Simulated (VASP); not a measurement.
Input of a VASP 6.6.1 run:

INCAR

```
PREC = Accurate
ENCUT = 520
EDIFF = 1E-6
ISMEAR = 0
SIGMA = 0.1
LREAL = False
LASPH = True
NELM = 100
ALGO = Normal
ISIF = 2
LWAVE = False
LCHARG = False
GGA = PS
NBANDS = 38
```

KPOINTS

```
regular mesh
0
Gamma
  8 8 12
```

File POSCAR:

```
Zr2N
1.0
    5.4774497680      0.0000000000      0.0000000000
    0.0000000000      5.3431985482      0.0000000000
    0.0000000000      0.0000000000      3.2562598858
Zr N
4 2
Direct
    0.2962523308      0.2962523308      0.0000000000
    0.7037476692      0.7037476692      0.0000000000
    0.7962523308      0.2037476692      0.5000000000
    0.2037476692      0.7962523308      0.5000000000
    0.0000000000      0.0000000000      0.0000000000
    0.5000000000      0.5000000000      0.5000000000
```

Potentials or basis: VASP PAW PBE potentials, release 64 (Zr_sv, N).

Run with:

```console
$ cat potpaw_PBE.64/Zr_sv/POTCAR potpaw_PBE.64/N/POTCAR > POTCAR
$ mpirun -np 1 vasp_std > vasp.out
```

(1) Predict the pressure.

(2) Predict the largest force.

(3) Predict the band gap on the k mesh.

Results:

(1) -1.5 GPa.

(2) 0.083 eV/Å.

(3) zero (band 29 reaches 11.21 eV, above the bottom of band 30 at 8.65 eV).

Caveat: the cell differs from its parent crystal (uniaxial strain along a: +2.0 %); the PAW data sets were made with another functional, which shifts forces and pressure a little.
